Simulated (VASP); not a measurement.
# K3BeF6 (Fm-3m) in VASP: single point with r2SCAN

Aim: the single point of K3BeF6 with r2SCAN.

All numbers are computed with VASP 6.6.1; they aren't measurements. Logs are shortened: lines on timing, memory, paths and dates and some standing lists are left out, and cuts for length are marked.

## Step 1: The cell of the first run

The structure is cubic, space group Fm-3m (No. 225). The conventional cell has a = 8.469 Å, b = 8.469 Å, c = 8.469 Å, α = 90.00°, β = 90.00°, γ = 90.00°. K (site symmetry -43m) has 12 F at 3.01 Å and 4 K at 3.67 Å and 4 Be at 3.67 Å within 4.0 Å. K (site symmetry m-3m) has 6 F at 2.46 Å within 3.2 Å. Be (site symmetry m-3m) has 6 F at 1.78 Å within 2.4 Å. F (site symmetry 4mm) has 1 Be at 1.78 Å within 2.4 Å.

## Step 2: Single point, r2SCAN

POSCAR

```
K3BeF6
1.0
    0.0000000000      4.2346910000      4.2346910000
    4.2346910000      0.0000000000      4.2346910000
    4.2346910000      4.2346910000      0.0000000000
K Be F
3 1 6
Direct
    0.2500000000      0.2500000000      0.2500000000
    0.7500000000      0.7500000000      0.7500000000
    0.0000000000      0.0000000000      0.0000000000
    0.5000000000      0.5000000000      0.5000000000
    0.7098000000      0.2902000000      0.2902000000
    0.2902000000      0.7098000000      0.2902000000
    0.2902000000      0.7098000000      0.7098000000
    0.7098000000      0.2902000000      0.7098000000
    0.2902000000      0.2902000000      0.7098000000
    0.7098000000      0.7098000000      0.2902000000
```

INCAR.step1

```
SYSTEM = K3BeF6
ALGO = Normal
EDIFF = 1E-4
ENCUT = 520
GGA = PE
ISMEAR = -1
LASPH = .TRUE.
LCHARG = .FALSE.
LREAL = .FALSE.
LWAVE = .TRUE.
NBANDS = 46
NELECT = 72.0
NELM = 60
PREC = Accurate
SIGMA = 0.1
```

INCAR.step2

```
SYSTEM = K3BeF6
ALGO = Normal
EDIFF = 1E-7
ENCUT = 520
ISIF = 2
ISMEAR = -1
ISTART = 1
LASPH = .TRUE.
LCHARG = .FALSE.
LMIXTAU = .TRUE.
LREAL = .FALSE.
LWAVE = .FALSE.
METAGGA = R2SCAN
NBANDS = 46
NELECT = 72.0
NELM = 60
PREC = Accurate
SIGMA = 0.1
```

KPOINTS

```
k-points
0
G
  5 5 5
  0 0 0
```

Potentials or basis: VASP PAW PBE potentials, release 64 (K_sv, Be, F).

Started as:

```
cat potpaw_PBE.64/K_sv/POTCAR potpaw_PBE.64/Be/POTCAR potpaw_PBE.64/F/POTCAR > POTCAR
cp INCAR.step1 INCAR
mpirun -np 1 vasp_std > vasp.out
cp INCAR.step2 INCAR
mpirun -np 1 vasp_std > vasp.out
```

OUTCAR:

```text
SYSTEM = K3BeF6
   EDIFF = 1E-7
   ENCUT = 520
   ISIF = 2
   ISMEAR = -1
   ISTART = 1
   LASPH = .TRUE.
   LREAL = .FALSE.
   METAGGA = R2SCAN
   NELECT = 72.0
   NELM = 60
   PREC = Accurate

 ion  position               nearest neighbor table
   1  0.250  0.250  0.250-   3 3.67   3 3.67   3 3.67   3 3.67
   2  0.750  0.750  0.750-   3 3.67   3 3.67   3 3.67   3 3.67
   3  0.000  0.000  0.000-   5 2.46   6 2.46   7 2.46   8 2.46   9 2.46  10 2.46   2 3.67   2 3.67
                             1 3.67   2 3.67   2 3.67   1 3.67   1 3.67   1 3.67
   4  0.500  0.500  0.500-   5 1.78   6 1.78   7 1.78   8 1.78   9 1.78  10 1.78
   5  0.710  0.290  0.290-   4 1.78   3 2.46
   6  0.290  0.710  0.290-   4 1.78   3 2.46
   7  0.290  0.710  0.710-   4 1.78   3 2.46
   8  0.710  0.290  0.710-   4 1.78   3 2.46
   9  0.290  0.290  0.710-   4 1.78   3 2.46
  10  0.710  0.710  0.290-   4 1.78   3 2.46

  LATTYP: Found a face centered cubic cell.
 ALAT       =     8.4693820000

  Lattice vectors:

 A1 = (   0.0000000000,   4.2346910000,   4.2346910000)
 A2 = (   4.2346910000,   0.0000000000,   4.2346910000)
 A3 = (   4.2346910000,   4.2346910000,   0.0000000000)

Analysis of symmetry for initial positions (statically):
=====================================================================
 Subroutine PRICEL returns:
 Original cell was already a primitive cell.

 Routine SETGRP: Setting up the symmetry group for a
 face centered cubic supercell.

 Subroutine GETGRP returns: Found 48 space group operations
[... 9 lines left out ...]

 Routine SETGRP: Setting up the symmetry group for a
 face centered cubic supercell.

 Subroutine GETGRP returns: Found 48 space group operations
[... 11 lines left out ...]
                                     Primitive cell

  volume of cell :     151.8781

  direct lattice vectors                    reciprocal lattice vectors
     0.000000000  4.234691000  4.234691000    -0.118072369  0.118072369  0.118072369
     4.234691000  0.000000000  4.234691000     0.118072369 -0.118072369  0.118072369
     4.234691000  4.234691000  0.000000000     0.118072369  0.118072369 -0.118072369

  length of vectors
     5.988757445  5.988757445  5.988757445     0.204507343  0.204507343  0.204507343

  position of ions in fractional coordinates (direct lattice)
     0.250000000  0.250000000  0.250000000
     0.750000000  0.750000000  0.750000000
     0.000000000  0.000000000  0.000000000
     0.500000000  0.500000000  0.500000000
     0.709800000  0.290200000  0.290200000
     0.290200000  0.709800000  0.290200000
     0.290200000  0.709800000  0.709800000
     0.709800000  0.290200000  0.709800000
     0.290200000  0.290200000  0.709800000
     0.709800000  0.709800000  0.290200000

  ion indices of the primitive-cell ions
   primitive index   ion index
                 1           1
                 2           2
                 3           3
                 4           4
                 5           5
                 6           6
                 7           7
                 8           8
                 9           9
                10          10

----------------------------------------------------------------------------------------

 KPOINTS: k-points

Automatic generation of k-mesh.
 Grid dimensions read from file:
 generate k-points for:    5    5    5

 Generating k-lattice:

  Cartesian coordinates                     Fractional coordinates (reciprocal lattice)
    -0.023614474  0.023614474  0.023614474     0.200000000  0.000000000  0.000000000
     0.023614474 -0.023614474  0.023614474     0.000000000  0.200000000  0.000000000
     0.023614474  0.023614474 -0.023614474     0.000000000  0.000000000  0.200000000

  Length of vectors
     0.040901469  0.040901469  0.040901469

  Shift w.r.t. Gamma in fractional coordinates (k-lattice)
     0.000000000  0.000000000  0.000000000

 Subroutine IBZKPT returns following result:
 ===========================================

 Found     10 irreducible k-points:

 Following reciprocal coordinates:
            Coordinates               Weight
  0.000000  0.000000  0.000000      1.000000
  0.200000  0.000000  0.000000      8.000000
  0.400000  0.000000  0.000000      8.000000
  0.200000  0.200000  0.000000      6.000000
  0.400000  0.200000  0.000000     24.000000
 -0.400000  0.200000  0.000000     24.000000
 -0.200000  0.200000  0.000000     12.000000
  0.400000  0.400000  0.000000      6.000000
 -0.400000  0.400000  0.000000     12.000000
 -0.400000  0.400000  0.200000     24.000000
   k-points           NKPTS =     10   k-points in BZ     NKDIM =     10   number of bands    NBANDS=     46
   number of dos      NEDOS =    301   number of ions     NIONS =     10
   total plane-waves  NPLWV = 110592
   dimension x,y,z NGX =    48 NGY =   48 NGZ =   48
   dimension x,y,z NGXF=    96 NGYF=   96 NGZF=   96
   ions per type =               3   1   6
   NGX,Y,Z   is equivalent  to a cutoff of  13.32, 13.32, 13.32 a.u.
   NGXF,Y,Z  is equivalent  to a cutoff of  26.65, 26.65, 26.65 a.u.
 SYSTEM =  K3BeF6
   PREC   = accura    normal or accurate (medium, high low for compatibility)
   ISTART =      1    job   : 0-new  1-cont  2-samecut
   ICHARG =      0    charge: 1-file 2-atom 10-const
   ISPIN  =      1    spin polarized calculation?
   LNONCOLLINEAR =      F non collinear calculations
   LSORBIT =      F    spin-orbit coupling
   LASPH  =      T    aspherical Exc in radial PAW
   ENCUT  =  520.0 eV  38.22 Ry    6.18 a.u.  11.14 11.14 11.14*2*pi/ulx,y,z
   NELM   =     60;   NELMIN=  2; NELMDL=  0     # of ELM steps
   EDIFF  = 0.1E-06   stopping-criterion for ELM
   LREAL  =      F    real-space projection
   EDIFFG = 0.1E-05   stopping-criterion for IOM
   NSW    =      0    number of steps for IOM
   IBRION =     -1    ionic relax: 0-MD 1-quasi-New 2-CG
   NFREE  =      0    steps in history (QN), initial steepest desc. (CG)
   ISIF   =      2    stress and relaxation
   ISYM   =      2    0-nonsym 1-usesym 2-fastsym
   POTIM  = 0.5000    time-step for ionic-motion
   TEBEG  =    0.0;   TEEND  =   0.0 temperature during run
   PSTRESS=    0.0 pullay stress
   NELECT =      72.0000    total number of electrons
   NUPDOWN=      -1.0000    fix difference up-down
   EMIN   =  10.00;   EMAX   =-10.00  energy-range for DOS
   EFERMI =   0.00;   METHOD = LEGACY
   ISMEAR =    -1;   SIGMA  =   0.10  broadening in eV -4-tet -1-fermi 0-gaus
   EFERMI_NEDOS =   21; number of points for ismear=-14 and -15
   IALGO  =     38    algorithm
   IMIX   =      4    mixing-type and parameters
     AMIX     =   0.40;   BMIX     =  1.00
     AMIX_MAG =   1.60;   BMIX_MAG =  1.00
  volume/ion in A,a.u.               =      15.19       102.49
  Fermi-wavevector in a.u.,A,eV,Ry     =   1.276499  2.412234 22.170022  1.629451
  Thomas-Fermi vector in A             =   2.409152
   LORBIT       =      0    0 simple, 1 ext, 2 COOP (PROOUT), +10 PAW based schemes
   METAGGA = R2SCAN    functional components
   LHFCALC =     F    Hartree Fock is set to
   AEXX    =    0.0000 exact exchange contribution
   IVDW    =     0    specifies the selected vdW correction
   LEPSILON=     F    determine dielectric tensor
   LRPA    =     F    only Hartree local field effects (RPA)
 non-spin polarized calculation
  energy-cutoff  :      520.00
  volume of cell :      151.88
 maximum number of plane-waves:      4098
 NGX is ok and might be reduce to    48
   NGX = 23   NGY = 23   NGZ = 23

 number of electron      72.0000020 magnetization

 Free energy of the ion-electron system (eV)
  ---------------------------------------------------
  ext. energy  EPLUGINS =         0.00000000
  ---------------------------------------------------
  free energy    TOTEN  =       -70.91719398 eV

  energy without entropy =      -70.91719397  energy(sigma->0) =      -70.91719398

 E-fermi :  -0.0347     XC(G=0):  -9.4095

 val. band max:       -2.4220746792   @ k =   0.0000   0.0000   0.0000
 cond. band min:       4.3866291634   @ k =   0.0000   0.0000   0.0000
 fundamental gap:      6.8087038426
 Fermi energy:        -0.0347335273

 k-point     1 :       0.0000    0.0000    0.0000
  band No.  band energies     occupation
      1     -30.9588      2.00000
      2     -30.9372      2.00000
      3     -29.6896      2.00000
      4     -23.8320      2.00000
      5     -23.3032      2.00000
      6     -23.3032      2.00000
[... 38 lines left out ...]
     45       7.9084      0.00000
     46      10.1090      0.00000

 k-point     2 :       0.2000    0.0000    0.0000
  band No.  band energies     occupation
      1     -30.9561      2.00000
      2     -30.9387      2.00000
      3     -29.6899      2.00000
      4     -23.8488      2.00000
      5     -23.2943      2.00000
      6     -23.2943      2.00000
[... 38 lines left out ...]
     45       8.0300      0.00000
     46       9.5873      0.00000

 k-point     3 :       0.4000    0.0000    0.0000
  band No.  band energies     occupation
      1     -30.9497      2.00000
      2     -30.9431      2.00000
      3     -29.6903      2.00000
      4     -23.8743      2.00000
      5     -23.2783      2.00000
      6     -23.2783      2.00000
[... 38 lines left out ...]
     45       8.2881      0.00000
     46       9.2016      0.00000

 k-point     4 :       0.2000    0.2000    0.0000
  band No.  band energies     occupation
      1     -30.9554      2.00000
      2     -30.9390      2.00000
      3     -29.6900      2.00000
      4     -23.8488      2.00000
      5     -23.3065      2.00000
      6     -23.3065      2.00000
[... 234 lines left out ...]
     45       8.7227      0.00000
     46       9.3650      0.00000

 k-point     9 :      -0.4000    0.4000    0.0000
  band No.  band energies     occupation
      1     -30.9477      2.00000
      2     -30.9437      2.00000
      3     -29.6906      2.00000
      4     -23.8605      2.00000
      5     -23.3078      2.00000
      6     -23.3012      2.00000
[... 38 lines left out ...]
     45       8.6161      0.00000
     46       9.3063      0.00000

 k-point    10 :      -0.4000    0.4000    0.2000
  band No.  band energies     occupation
      1     -30.9475      2.00000
      2     -30.9441      2.00000
      3     -29.6905      2.00000
      4     -23.8651      2.00000
      5     -23.3100      2.00000
      6     -23.2972      2.00000
[... 38 lines left out ...]
     45       8.7312      0.00000
     46       8.9289      0.00000

------------------------ aborting loop because EDIFF is reached ----------------------------------------

  FORCE on cell =-STRESS in cart. coord.  units (eV):
  Direction    XX          YY          ZZ          XY          YZ          ZX
  --------------------------------------------------------------------------------------
  -------------------------------------------------------------------------------------
  Total        2.2751034      2.2751034      2.2751034     -0.0000000     -0.0000000     -0.0000000
  in kB       24.0002932     24.0002932     24.0002932     -0.0000000     -0.0000000     -0.0000000
  external PRESSURE =      24.0002932 kB  Pullay stress =       0.0000000 kB

 VOLUME and BASIS-vectors are now :
 -----------------------------------------------------------------------------
  energy-cutoff  :      520.00
  volume of cell :      151.88
      direct lattice vectors                 reciprocal lattice vectors
     0.000000000  4.234691000  4.234691000    -0.118072369  0.118072369  0.118072369
     4.234691000  0.000000000  4.234691000     0.118072369 -0.118072369  0.118072369
     4.234691000  4.234691000  0.000000000     0.118072369  0.118072369 -0.118072369

 POSITION                                       TOTAL-FORCE (eV/Angst)
 -----------------------------------------------------------------------------------
      2.11735      2.11735      2.11735         0.000000      0.000000      0.000000
      6.35204      6.35204      6.35204        -0.000000     -0.000000      0.000000
      0.00000      0.00000      0.00000         0.000000     -0.000000     -0.000000
      4.23469      4.23469      4.23469         0.000000     -0.000000     -0.000000
      2.45781      4.23469      4.23469        -0.054330     -0.000000      0.000000
      4.23469      2.45781      4.23469         0.000000     -0.054330      0.000000
      6.01157      4.23469      4.23469         0.054330     -0.000000      0.000000
      4.23469      6.01157      4.23469         0.000000      0.054330      0.000000
      4.23469      4.23469      2.45781         0.000000     -0.000000     -0.054330
      4.23469      4.23469      6.01157         0.000000     -0.000000      0.054330
 -----------------------------------------------------------------------------------
    total drift:                               -0.000000     -0.000000     -0.000000

  FREE ENERGIE OF THE ION-ELECTRON SYSTEM (eV)
  ---------------------------------------------------
  free  energy   TOTEN  =       -70.9171939751 eV

  energy  without entropy=      -70.9171939749  energy(sigma->0) =      -70.91719398
```

It took 6.8 min on 1 thread of AMD EPYC 7R13 (Zen 3), shared host; peak memory 0.36 GiB.

What came out:

| Quantity | Value |
| --- | --- |
| Free energy | -70.9172 eV |
| Largest force | 0.054 eV/Å |

Forces in eV/Å, atoms in the order of the input:
```
K    0.000  0.000  0.000
K    0.000  0.000  0.000
K    0.000  0.000  0.000
Be   0.000  0.000  0.000
F   -0.054  0.000  0.000
F    0.000 -0.054  0.000
F    0.054  0.000  0.000
F    0.000  0.054  0.000
F    0.000  0.000 -0.054
F    0.000  0.000  0.054
```

Levels at points of the mesh, in eV from the Fermi level:
```csv
k point,band 33,band 34,band 35,band 36,band 37,band 38,band 39,band 40
"(0.00, 0.00, 0.00)",-2.83,-2.39,-2.39,-2.39,4.42,6.84,6.84,7.85
```

Caveat: the cell carries a net charge on a neutralising background, which shifts energy and pressure; the cell is charged against a uniform background, so pressure and absolute levels hang on convention; the PAW data sets were made with another functional, which shifts forces and pressure a little.
